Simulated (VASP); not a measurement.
# Ag (P6_3/mmc) in VASP: further runs

The runs below take Ag through single point, with PBE.

All numbers are computed with VASP 6.6.1; they aren't measurements. Logs are shortened: lines on timing, memory, paths and dates and some standing lists are left out, and cuts for length are marked.

## 1. The cell of the first run

The structure is hexagonal, space group P6_3/mmc (No. 194). The conventional cell has a = 2.937 Å, b = 2.937 Å, c = 9.420 Å, α = 90.00°, β = 90.00°, γ = 120.00°. Ag (site symmetry -6m2) has 12 Ag at 2.90 to 2.94 Å within 3.8 Å. Within 3.8 Å of Ag (site symmetry -3m) lie 12 Ag at 2.90 to 2.94 Å.

This isn't the form of Ag at room conditions, which is fcc.

## 2. Single point, PBE (strain +0.000 along x and y, -0.015 along z)

The input, INCAR:

```
SYSTEM = Ag
ALGO = Fast
EDIFF = 1E-6
ENCUT = 520
GGA = PE
ISIF = 2
ISMEAR = 0
LASPH = .True.
LCHARG = .True.
LELF = .True.
LREAL = .False.
LVHAR = .True.
LWAVE = .False.
NBANDS = 30
NELM = 60
PREC = Accurate
SIGMA = 0.15
```

The input, KPOINTS:

```
k-points
0
Gamma
  18 18 6
  0 0 0
```

The input, POSCAR:

```
Ag
1.0
    2.9368174862      0.0000000000      0.0000000000
   -1.4684087431      2.5433585493      0.0000000000
    0.0000000000      0.0000000000      9.4200592129
Ag
4
Direct
    0.3333333333      0.6666666667      0.2500000000
    0.6666666667      0.3333333333      0.7500000000
    0.0000000000      0.0000000000      0.0000000000
    0.0000000000      0.0000000000      0.5000000000
```

Potentials or basis: VASP PAW PBE potentials, release 64 (Ag).

Started as:

```bash
$ cat potpaw_PBE.64/Ag/POTCAR > POTCAR
$ mpirun -np 1 vasp_std > vasp.out
```

OUTCAR:

```text
SYSTEM = Ag
   EDIFF = 1E-6
   ENCUT = 520
   GGA = PE
   ISIF = 2
   ISMEAR = 0
   LASPH = .True.
   LREAL = .False.
   NELM = 60
   PREC = Accurate

 ion  position               nearest neighbor table
   1  0.333  0.667  0.250-   3 2.90   4 2.90   3 2.90   4 2.90   3 2.90   4 2.90
   2  0.667  0.333  0.750-   3 2.90   4 2.90   3 2.90   4 2.90   3 2.90   4 2.90
   3  0.000  0.000  0.000-   1 2.90   2 2.90   1 2.90   2 2.90   2 2.90   1 2.90
   4  0.000  0.000  0.500-   1 2.90   2 2.90   1 2.90   2 2.90   2 2.90   1 2.90

  LATTYP: Found a hexagonal cell.
 ALAT       =     2.9368174862
 C/A-ratio  =     3.2075739324

  Lattice vectors:

 A1 = (   2.9368174862,   0.0000000000,   0.0000000000)
 A2 = (  -1.4684087431,   2.5433585493,   0.0000000000)
 A3 = (   0.0000000000,   0.0000000000,   9.4200592129)

Analysis of symmetry for initial positions (statically):
=====================================================================
 Subroutine PRICEL returns:
 Original cell was already a primitive cell.

 Routine SETGRP: Setting up the symmetry group for a
 hexagonal supercell.

 Subroutine GETGRP returns: Found 24 space group operations
 (whereof 12 operations were pure point group operations)
 out of a pool of 24 trial point group operations.

The static configuration has the point symmetry D_3d.
 The point group associated with its full space group is D_6h.

Analysis of symmetry for dynamics (positions and initial velocities):
=====================================================================
 Subroutine PRICEL returns:
 Original cell was already a primitive cell.

 Routine SETGRP: Setting up the symmetry group for a
 hexagonal supercell.

 Subroutine GETGRP returns: Found 24 space group operations
 (whereof 12 operations were pure point group operations)
 out of a pool of 24 trial point group operations.

The dynamic configuration has the point symmetry D_3d.
 The point group associated with its full space group is D_6h.

 Subroutine INISYM returns: Found 24 space group operations
 (whereof 12 operations are pure point group operations),
 and found     1 'primitive' translations

----------------------------------------------------------------------------------------

                                     Primitive cell

  volume of cell :      70.3620

  direct lattice vectors                    reciprocal lattice vectors
     2.936817486  0.000000000  0.000000000     0.340504647  0.196590449  0.000000000
    -1.468408743  2.543358549  0.000000000     0.000000000  0.393180899  0.000000000
     0.000000000  0.000000000  9.420059213     0.000000000  0.000000000  0.106156445

  length of vectors
     2.936817486  2.936817486  9.420059213     0.393180899  0.393180899  0.106156445

  position of ions in fractional coordinates (direct lattice)
     0.333333333  0.666666667  0.250000000
     0.666666667  0.333333333  0.750000000
     0.000000000  0.000000000  0.000000000
     0.000000000  0.000000000  0.500000000

  ion indices of the primitive-cell ions
   primitive index   ion index
                 1           1
                 2           2
                 3           3
                 4           4

----------------------------------------------------------------------------------------

 KPOINTS: k-points

Automatic generation of k-mesh.
 Grid dimensions read from file:
 generate k-points for:   18   18    6

 Generating k-lattice:

  Cartesian coordinates                     Fractional coordinates (reciprocal lattice)
     0.018916925  0.010921692  0.000000000     0.055555556  0.000000000  0.000000000
     0.000000000  0.021843383  0.000000000     0.000000000  0.055555556  0.000000000
     0.000000000  0.000000000  0.017692741     0.000000000  0.000000000  0.166666667

  Length of vectors
     0.021843383  0.021843383  0.017692741

  Shift w.r.t. Gamma in fractional coordinates (k-lattice)
     0.000000000  0.000000000  0.000000000

 Subroutine IBZKPT returns following result:
 ===========================================

 Found    148 irreducible k-points:

 Following reciprocal coordinates:
            Coordinates               Weight
  0.000000  0.000000  0.000000      1.000000
  0.055556  0.000000  0.000000      6.000000
  0.111111  0.000000  0.000000      6.000000
  0.166667 -0.000000  0.000000      6.000000
  0.222222  0.000000  0.000000      6.000000
  0.277778  0.000000  0.000000      6.000000
[... 16 lines left out ...]
  0.333333  0.111111  0.000000     12.000000
  0.388889  0.111111  0.000000     12.000000
 [... further k-points ...]
   k-points           NKPTS =    148   k-points in BZ     NKDIM =    148   number of bands    NBANDS=     30
   number of dos      NEDOS =    301   number of ions     NIONS =      4
   total plane-waves  NPLWV =  40320
   dimension x,y,z NGX =    24 NGY =   24 NGZ =   70
   dimension x,y,z NGXF=    48 NGYF=   48 NGZF=  140
   ions per type =               4
   NGX,Y,Z   is equivalent  to a cutoff of  13.59, 13.59, 12.35 a.u.
   NGXF,Y,Z  is equivalent  to a cutoff of  27.17, 27.17, 24.71 a.u.
 SYSTEM =  Ag
   PREC   = accura    normal or accurate (medium, high low for compatibility)
   ISTART =      0    job   : 0-new  1-cont  2-samecut
   ICHARG =      2    charge: 1-file 2-atom 10-const
   ISPIN  =      1    spin polarized calculation?
   LNONCOLLINEAR =      F non collinear calculations
   LSORBIT =      F    spin-orbit coupling
   LASPH  =      T    aspherical Exc in radial PAW
   ENCUT  =  520.0 eV  38.22 Ry    6.18 a.u.   5.46  5.46 17.52*2*pi/ulx,y,z
   NELM   =     60;   NELMIN=  2; NELMDL= -5     # of ELM steps
   EDIFF  = 0.1E-05   stopping-criterion for ELM
   LREAL  =      F    real-space projection
   EDIFFG = 0.1E-04   stopping-criterion for IOM
   NSW    =      0    number of steps for IOM
   IBRION =     -1    ionic relax: 0-MD 1-quasi-New 2-CG
   NFREE  =      0    steps in history (QN), initial steepest desc. (CG)
   ISIF   =      2    stress and relaxation
   ISYM   =      2    0-nonsym 1-usesym 2-fastsym
   POTIM  = 0.5000    time-step for ionic-motion
   TEBEG  =    0.0;   TEEND  =   0.0 temperature during run
   PSTRESS=    0.0 pullay stress
   NELECT =      44.0000    total number of electrons
   NUPDOWN=      -1.0000    fix difference up-down
   EMIN   =  10.00;   EMAX   =-10.00  energy-range for DOS
   EFERMI =   0.00;   METHOD = LEGACY
   ISMEAR =     0;   SIGMA  =   0.15  broadening in eV -4-tet -1-fermi 0-gaus
   EFERMI_NEDOS =   21; number of points for ismear=-14 and -15
   IALGO  =     68    algorithm
   IMIX   =      4    mixing-type and parameters
     AMIX     =   0.40;   BMIX     =  1.00
     AMIX_MAG =   1.60;   BMIX_MAG =  1.00
  volume/ion in A,a.u.               =      17.59       118.71
  Fermi-wavevector in a.u.,A,eV,Ry     =   1.399952  2.645525 26.665572  1.959864
  Thomas-Fermi vector in A             =   2.522960
   LORBIT       =      0    0 simple, 1 ext, 2 COOP (PROOUT), +10 PAW based schemes
   GGA     = PE    functional components
   LHFCALC =     F    Hartree Fock is set to
   AEXX    =    0.0000 exact exchange contribution
   IVDW    =     0    specifies the selected vdW correction
   LEPSILON=     F    determine dielectric tensor
   LRPA    =     F    only Hartree local field effects (RPA)
 non-spin polarized calculation
 RMM-DIIS sequential band-by-band and
 Gauss-broadening in eV      SIGMA  =   0.15
  energy-cutoff  :      520.00
  volume of cell :       70.36
 maximum number of plane-waves:      1939
 NGX is ok and might be reduce to    24
   NGX = 11   NGY = 11   NGZ = 35

 number of electron      44.0000000 magnetization

 Free energy of the ion-electron system (eV)
  ---------------------------------------------------
  ext. energy  EPLUGINS =         0.00000000
  ---------------------------------------------------
  free energy    TOTEN  =       -10.86162580 eV

  energy without entropy =      -10.84818556  energy(sigma->0) =      -10.85490568

 E-fermi :   7.9983     XC(G=0): -12.0235

 val. band max:        7.9903898162   @ k =   0.3333   0.1667   0.3333
 cond. band min:       8.0221043462   @ k =   0.2778   0.0556   0.3333
 fundamental gap:      0.0317145299
 Fermi energy:         7.9983193292

 k-point     1 :       0.0000    0.0000    0.0000
  band No.  band energies     occupation
      1       0.4628      2.00000
      2       1.8117      2.00000
      3       1.8524      2.00000
      4       1.8564      2.00000
      5       3.2731      2.00000
      6       3.2731      2.00000
[... 22 lines left out ...]
     29      23.5313      0.00000
     30      24.3669      0.00000

 k-point     2 :       0.0556    0.0000    0.0000
  band No.  band energies     occupation
      1       0.5453      2.00000
      2       1.8598      2.00000
      3       1.9237      2.00000
      4       1.9264      2.00000
      5       3.2352      2.00000
      6       3.2480      2.00000
[... 22 lines left out ...]
     29      23.4709      0.00000
     30      23.9668      0.00000

 k-point     3 :       0.1111    0.0000    0.0000
  band No.  band energies     occupation
      1       0.7862      2.00000
      2       1.9906      2.00000
      3       2.1203      2.00000
      4       2.1209      2.00000
      5       3.0707      2.00000
      6       3.1823      2.00000
[... 22 lines left out ...]
     29      22.9636      0.00000
     30      23.0526      0.00000

 k-point     4 :       0.1667   -0.0000    0.0000
  band No.  band energies     occupation
      1       1.1595      2.00000
      2       2.1499      2.00000
      3       2.3644      2.00000
      4       2.3760      2.00000
      5       2.8591      2.00000
      6       3.0168      2.00000
[... 616 lines left out ...]
     29      17.6784      0.00000
     30      19.8656      0.00000

 k-point    23 :       0.3333    0.1111    0.0000
  band No.  band energies     occupation
      1       2.0064      2.00000
      2       2.0170      2.00000
      3       2.1292      2.00000
      4       2.5798      2.00000
      5       2.5982      2.00000
      6       2.8089      2.00000
[... 22 lines left out ...]
     29      17.1030      0.00000
     30      19.4269      0.00000

 k-point    24 :       0.3889    0.1111    0.0000
  band No.  band energies     occupation
      1       1.9165      2.00000
      2       1.9450      2.00000
      3       2.0534      2.00000
      4       2.5036      2.00000
      5       2.5491      2.00000
      6       2.7700      2.00000
[... 22 lines left out ...]
     29      16.7094      0.00000
     30      17.8622      0.00000

 [... further k-points ...]

------------------------ aborting loop because EDIFF is reached ----------------------------------------

  FORCE on cell =-STRESS in cart. coord.  units (eV):
  Direction    XX          YY          ZZ          XY          YZ          ZX
  --------------------------------------------------------------------------------------
  -------------------------------------------------------------------------------------
  Total        0.3683633      0.3683633      1.1046573      0.0000000     -0.0000000     -0.0000000
  in kB        8.3878141      8.3878141     25.1535898      0.0000000     -0.0000000     -0.0000000
  external PRESSURE =      13.9764060 kB  Pullay stress =       0.0000000 kB

 VOLUME and BASIS-vectors are now :
 -----------------------------------------------------------------------------
  energy-cutoff  :      520.00
  volume of cell :       70.36
      direct lattice vectors                 reciprocal lattice vectors
     2.936817486  0.000000000  0.000000000     0.340504647  0.196590449  0.000000000
    -1.468408743  2.543358549  0.000000000     0.000000000  0.393180899  0.000000000
     0.000000000  0.000000000  9.420059213     0.000000000  0.000000000  0.106156445

 POSITION                                       TOTAL-FORCE (eV/Angst)
 -----------------------------------------------------------------------------------
     -0.00000      1.69557      2.35501         0.000000      0.000000      0.000000
      1.46841      0.84779      7.06504        -0.000000      0.000000      0.000000
      0.00000      0.00000      0.00000        -0.000000      0.000000     -0.000000
      0.00000      0.00000      4.71003        -0.000000      0.000000     -0.000000
 -----------------------------------------------------------------------------------
    total drift:                               -0.000000      0.000000      0.000000

  FREE ENERGIE OF THE ION-ELECTRON SYSTEM (eV)
  ---------------------------------------------------
  free  energy   TOTEN  =       -10.8616258027 eV

  energy  without entropy=      -10.8481855565  energy(sigma->0) =      -10.85490568
```

Run time: 5 min. Hardware: 1 thread of Intel Xeon 8259CL, shared host; peak memory 0.36 GiB.

What came out:

```yaml
Free_energy: -10.8616 eV
Pressure: 1.4 GPa
Band_gap_on_the_k_mesh: zero (bands 22 and 23 overlap by 6.35 eV)
```

Caveat: the cell differs from its parent crystal (strain +0.000 along x and y, -0.015 along z).

## 3. Single point, PBE (strain -0.015 along x and y, +0.030 along z)

The input, INCAR:

```
PREC = Accurate
ENCUT = 520
EDIFF = 1E-6
ISMEAR = 0
SIGMA = 0.15
LREAL = False
LASPH = True
NELM = 80
ALGO = Fast
ISIF = 2
LWAVE = False
LCHARG = False
GGA = PE
NBANDS = 30
```

The input, KPOINTS:

```
Automatic mesh
0
Gamma
  18 18 6
```

The input, POSCAR:

```
Ag
1.0
    2.8927652239      0.0000000000      0.0000000000
   -1.4463826119      2.5052081711      0.0000000000
    0.0000000000      0.0000000000      9.8504172480
Ag
4
Direct
    0.3333333333      0.6666666667      0.2500000000
    0.6666666667      0.3333333333      0.7500000000
    0.0000000000      0.0000000000      0.0000000000
    0.0000000000      0.0000000000      0.5000000000
```

Potentials or basis: VASP PAW PBE potentials, release 64 (Ag).

Started as:

```bash
$ cat potpaw_PBE.64/Ag/POTCAR > POTCAR
$ mpirun -np 1 vasp_std > vasp.out
```

Run time: 5.8 min. Hardware: 1 thread of Intel Xeon 8259CL, shared host; peak memory 0.37 GiB.

The run converged. Its results:

| Property | Result |
| --- | --- |
| Free energy | -10.8485 eV |
| Pressure | 0.3 GPa |
| Band gap on the k mesh | zero (bands 22 and 23 overlap by 6.70 eV) |

Stress tensor (GPa, compression positive):
```
 1.52  0.00  0.00
 0.00  1.52  0.00
 0.00  0.00 -2.22
```

Levels at points of the mesh, in eV from the Fermi level:
```csv
k point,band 20,band 21,band 22,band 23,band 24,band 25
"(0.00, 0.00, 0.00)",-3.36,-3.36,-3.03,-3.03,-0.55,2.82
"(0.50, 0.00, 0.00)",-2.76,0.00,0.85,1.11,1.63,4.21
"(0.00, 0.00, 0.50)",-3.16,-3.16,-3.16,-2.52,-2.52,5.56
"(0.50, 0.00, 0.50)",-2.77,0.38,0.38,1.48,1.48,4.58
```

Caveat: the cell differs from its parent crystal (strain -0.015 along x and y, +0.030 along z).
